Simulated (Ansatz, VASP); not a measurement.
MgSe: VASP beside Ansatz

INCAR

```
SYSTEM = MgSe
  PREC = Accurate
  ENCUT = 600
  EDIFF = 1E-6
  ISMEAR = -1
  SIGMA = 0.02
  LREAL = .False.
  LASPH = .True.
  NELM = 120
  ALGO = Normal
  ISIF = 2
  LWAVE = .False.
  LCHARG = .True.
  GGA = PS
  LELF = .True.
  LVHAR = .True.
  NBANDS = 11
  GGA_COMPAT = .False.
```

The input KPOINTS:

```
Automatic mesh
0
Gamma
  8 8 8
  0 0 0
```

File POSCAR:

```
MgSe
1.0
    0.0000000000      2.7255000000      2.7255000000
    2.7255000000      0.0000000000      2.7255000000
    2.7255000000      2.7255000000      0.0000000000
Mg Se
1 1
Direct
    0.0000000000      0.0000000000      0.0000000000
    0.5000000000      0.5000000000      0.5000000000
```

Input for Ansatz:

```yaml
crystal:
  lattice:
    - [0.0, 2.7255, 2.7255]
    - [2.7255, 0.0, 2.7255]
    - [2.7255, 2.7255, 0.0]
  atoms:
    - { symbol: Mg, position: [0.0, 0.0, 0.0] }
    - { symbol: Se, position: [0.5, 0.5, 0.5] }
kpoints:
  mp_grid: { grid: [8, 8, 8] }
  band_path:
    path:
      - [0.0, 0.0, 0.0]
      - [0.5, 0.0, 0.5]
      - [0.625, 0.25, 0.625]
      - [0.375, 0.375, 0.75]
      - [0.0, 0.0, 0.0]
      - [0.5, 0.5, 0.5]
      - [0.5, 0.25, 0.75]
      - [0.5, 0.0, 0.5]
    npoints: 5
scf:
  occupations: { method: fermi_dirac, width: 0.02 }
hamiltonian:
  xc: pbesol
  pseudopotentials: { kind: all_electron, lapw: { basis_error: 0.001 } }
output:
  forces: true
  stress: true
  eigenvalues: true
```

Alike in both runs: task single point; functional PBEsol; k mesh 8 × 8 × 8; occupations fermi-dirac, width 0.02 eV; no spin polarisation.

```csv
,VASP,Ansatz
version,VASP 6.6.1,Ansatz 0.2.0
potentials or method,"VASP PAW PBE potentials, release 64 (Mg, Se), cutoff 600 eV","all-electron LAPW, scalar-relativistic"
```

VASP gave:

```
gap on the k mesh at the Fermi level (eV) : 1.76
pressure (GPa)                            : -0.1
```

Estimate Ansatz's values.

gap on the k mesh at the Fermi level (eV): 1.77; pressure (GPa): -0.1.

VASP's potentials were made for PBE, not for PBEsol. Ansatz ran all-electron here, and VASP with PAW potentials.
